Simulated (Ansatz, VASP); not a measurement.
**One calculation of CdI2, two programs**

File INCAR:

```
PREC = Accurate
ENCUT = 500
EDIFF = 1E-6
ISMEAR = -1
SIGMA = 0.001
LREAL = False
LASPH = True
NELM = 120
ALGO = Normal
ISIF = 2
LWAVE = False
LCHARG = False
GGA = PS
NBANDS = 20
GGA_COMPAT = False
```

File KPOINTS:

```
regular mesh
0
Gamma
  6 6 4
```

File POSCAR:

```
CdI2
1.0
    4.2470087284      0.0000000000      0.0000000000
   -2.1235043642      3.6780174489      0.0000000000
    0.0000000000      0.0000000000      6.8950251473
Cd I
1 2
Direct
    0.0000000000      0.0000000000      0.0000000000
    0.3333333333      0.6666666667      0.2493934756
    0.6666666667      0.3333333333      0.7506065244
```

Input for Ansatz:

```yaml
crystal:
  lattice:
    - [4.2470087284, 0.0, 0.0]
    - [-2.1235043642, 3.6780174489, 0.0]
    - [0.0, 0.0, 6.8950251473]
  atoms:
    - { symbol: Cd, position: [0.0, 0.0, 0.0] }
    - { symbol: I, position: [0.3333333333, 0.6666666667, 0.2493934756] }
    - { symbol: I, position: [0.6666666667, 0.3333333333, 0.7506065244] }
kpoints:
  mp_grid: { grid: [6, 6, 4] }
hamiltonian:
  xc: pbesol
scf:
  occupations: { method: fermi_dirac, width: 0.001 }
  n_extra_bands: 4
output:
  forces: true
  stress: true
  eigenvalues: true
```

Alike in both runs: task single point; functional PBEsol; k mesh 6 × 6 × 4; occupations fermi-dirac, width 0.001 eV; no spin polarisation.

```csv
,VASP,Ansatz
version,VASP 6.6.1,Ansatz 0.2.0
potentials or method,"VASP PAW PBE potentials, release 64 (Cd, I)",plane waves
plane-wave cutoff (eV),500,420
valence electrons in the cell,26,54
```

|  | VASP | Ansatz | Ansatz less VASP |
| --- | --- | --- | --- |
| gap on the k mesh at the Fermi level (eV) | 2.29 | 2.30 | +0.006 |
| pressure (GPa) | -0.5 | -0.6 | -0.12 |
| rms of the force components (eV/Å) | 0.058 | 0.070 | +0.0116 |

VASP's potentials were made for PBE, not for PBEsol. Atom by atom the forces differ by 0.012 eV/Å (rms over components). The functional is the same, so the differences come from potentials, cutoffs and numerics. VASP's potentials hold 26 valence electrons a cell and Ansatz's 54, so a difference there can come from the potentials and not from the codes.

Neither program's run includes spin-orbit coupling.
